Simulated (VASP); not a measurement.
# TiAl (P-6m2) in VASP: settings compared, part 2 of 2

VASP 6.6.1. Earlier steps stand in the parts before.

### Step 3. Single point, PBEsol

This run uses another cell than the first one, of 15.56 Å³/atom, 0.994 times its volume.

The input, INCAR:

```
SYSTEM = TiAl
PREC = Accurate
ENCUT = 520
EDIFF = 1E-7
ISMEAR = -1
SIGMA = 0.05
LREAL = .False.
LASPH = .True.
NELM = 80
ALGO = Normal
ISIF = 2
LWAVE = .False.
LCHARG = .False.
GGA = PS
NBANDS = 14
```

The input, KPOINTS:

```
regular mesh
0
Gamma
  11 11 6
  0 0 0
```

The input, POSCAR:

```
TiAl
1.0
    2.8047105275      0.0000000000      0.0000000000
   -1.4023552637      2.4289505671      0.0000000000
    0.0000000000      0.0000000000      4.5684174499
Ti Al
1 1
Direct
    0.0000000000      0.0000000000      0.0000000000
    0.3333333333      0.6666666667      0.5000000000
```

Potentials or basis: VASP PAW PBE potentials, release 64 (Ti_sv, Al).

Started as:

```bash
> cat potpaw_PBE.64/Ti_sv/POTCAR potpaw_PBE.64/Al/POTCAR > POTCAR
> mpirun -np 1 vasp_std > vasp.out
```

OUTCAR:

```text
SYSTEM = TiAl
   PREC = Accurate
   ENCUT = 520
   EDIFF = 1E-7
   ISMEAR = -1
   LREAL = .False.
   LASPH = .True.
   NELM = 80
   ISIF = 2
   GGA = PS

 ion  position               nearest neighbor table
   1  0.000  0.000  0.000-   2 2.80   2 2.80   2 2.80   2 2.80   2 2.80   2 2.80
   2  0.333  0.667  0.500-   1 2.80   1 2.80   1 2.80   1 2.80   1 2.80   1 2.80

  LATTYP: Found a hexagonal cell.
 ALAT       =     2.8047105275
 C/A-ratio  =     1.6288374166

  Lattice vectors:

[... 594 lines left out ...]

------------------------ aborting loop because EDIFF is reached ----------------------------------------

  FORCE on cell =-STRESS in cart. coord.  units (eV):
  Direction    XX          YY          ZZ          XY          YZ          ZX
  --------------------------------------------------------------------------------------
  -------------------------------------------------------------------------------------
  Total        0.9534851      0.9534851      0.9772877      0.0000000      0.0000000     -0.0000000
  in kB       49.0853594     49.0853594     50.3107171      0.0000000      0.0000000     -0.0000000
  external PRESSURE =      49.4938120 kB  Pullay stress =       0.0000000 kB

 VOLUME and BASIS-vectors are now :
 -----------------------------------------------------------------------------
  energy-cutoff  :      520.00
  volume of cell :       31.12
      direct lattice vectors                 reciprocal lattice vectors
     2.804710528  0.000000000  0.000000000     0.356543034  0.205850216  0.000000000
    -1.402355264  2.428950567  0.000000000     0.000000000  0.411700433  0.000000000
     0.000000000  0.000000000  4.568417450     0.000000000  0.000000000  0.218894182

 POSITION                                       TOTAL-FORCE (eV/Angst)
 -----------------------------------------------------------------------------------
      0.00000      0.00000      0.00000         0.000000      0.000000      0.000000
     -0.00000      1.61930      2.28421         0.000000      0.000000      0.000000
 -----------------------------------------------------------------------------------
    total drift:                                0.000000     -0.000000      0.000000

  FREE ENERGIE OF THE ION-ELECTRON SYSTEM (eV)
  ---------------------------------------------------
  free  energy   TOTEN  =       -12.9197189668 eV

  energy  without entropy=      -12.8977670229  energy(sigma->0) =      -12.90874299
```

stdout:

```text
POSCAR found type information on POSCAR TiAl
 POSCAR found :  2 types and       2 ions
 scaLAPACK will be used
 -----------------------------------------------------------------------------
|                                                                             |
|                                                                             |
|     You enforced a specific xc type in the INCAR file but a different       |
|     I HOPE YOU KNOW WHAT YOU ARE DOING!                                     |
|                                                                             |
 -----------------------------------------------------------------------------

 LDA part: xc-table for (Slater+PW92), standard interpolation
 POSCAR, INCAR and KPOINTS ok, starting setup
 FFT: planning ... GRIDC
 FFT: planning ... GRID_SOFT
 FFT: planning ... GRID
 WAVECAR not read
 entering main loop
```

It took 68 s on 1 thread of AMD EPYC 7R43 (Zen 3), shared host; peak memory 0.13 GiB.

Results:

```
Free energy : -12.9197 eV
Pressure    : 4.9 GPa
```

Caveat: the PAW data sets were made with another functional, which shifts forces and pressure a little.

### Step 4. Single point, PBEsol+D4

This run uses another cell than the first one, of 16.01 Å³/atom, 1.022 times its volume.

The input, INCAR:

```
SYSTEM = TiAl
ALGO = Normal ; EDIFF = 1E-6
ENCUT = 520 ; GGA = PS
ISIF = 2 ; ISMEAR = -1
IVDW = 13 ; LASPH = .True.
LCHARG = .False. ; LREAL = .False.
LWAVE = .False. ; NBANDS = 14
NELM = 100 ; PREC = Accurate
SIGMA = 0.05
```

The input, KPOINTS:

```
k-points
0
Gamma
  11 11 6
  0 0 0
```

The input, POSCAR:

```
TiAl
1.0
    2.8360594087      0.0000000000      0.0000000000
   -1.4180297043      2.4560994946      0.0000000000
    0.0000000000      0.0000000000      4.5957388401
Ti Al
1 1
Direct
    0.0000000000      0.0000000000      0.0000000000
    0.3333333333      0.6666666667      0.5000000000
```

Started as:

```bash
> cat potpaw_PBE.64/Ti_sv/POTCAR potpaw_PBE.64/Al/POTCAR > POTCAR
> mpirun -np 1 vasp_std > vasp.out
```

Run time: 46 s. Hardware: 1 thread of AMD EPYC 7R43 (Zen 3), shared host; peak memory 0.13 GiB.

It converged, with:

* Free energy: -13.2696 eV
* Pressure: 0.0 GPa
* Dispersion energy per atom: -0.166 eV

Stress tensor (GPa, compression positive):
```
-0.06  0.00  0.00
 0.00 -0.06  0.00
 0.00  0.00  0.04
```

Levels at points of the mesh, in eV from the Fermi level:
```csv
k point,band 5,band 6,band 7,band 8,band 9,band 10
"(0.00, 0.00, 0.00)",-9.07,-2.31,-1.76,1.34,1.34,2.89
"(0.00, 0.00, 0.50)",-8.11,-5.33,-0.41,1.35,1.35,2.81
```

Caveat: the PAW data sets were made with another functional, which shifts forces and pressure a little; pairwise dispersion overbinds metals, which lowers pressure and volume.

### Step 5. The runs side by side

| level | cell | gap on the mesh (eV) | pressure (GPa) |
| --- | --- | --- | --- |
| PBEsol+D3(BJ) | a = 2.812, b = 2.812, c = 4.575 Å, angles 90.0, 90.0, 120.0°, 2 atoms | none | -0.8 |
| PBEsol | a = 2.805, b = 2.805, c = 4.568 Å, angles 90.0, 90.0, 120.0°, 2 atoms | none | 4.9 |
| PBEsol+D4 | a = 2.836, b = 2.836, c = 4.596 Å, angles 90.0, 90.0, 120.0°, 2 atoms | none | 0.0 |

Alike in all rows: task single point; potentials or basis VASP PAW PBE potentials, release 64 (Ti_sv, Al); no spin polarisation; k mesh 11 × 11 × 6; cutoff (eV) 520; smearing fermi-dirac 0.05 eV.

Caveats: the PAW data sets were made with another functional, which shifts forces and pressure a little; pairwise dispersion overbinds metals, which lowers pressure and volume (some runs); three body term missing (some runs).

Absolute energies hang on the potentials; compare differences alone.
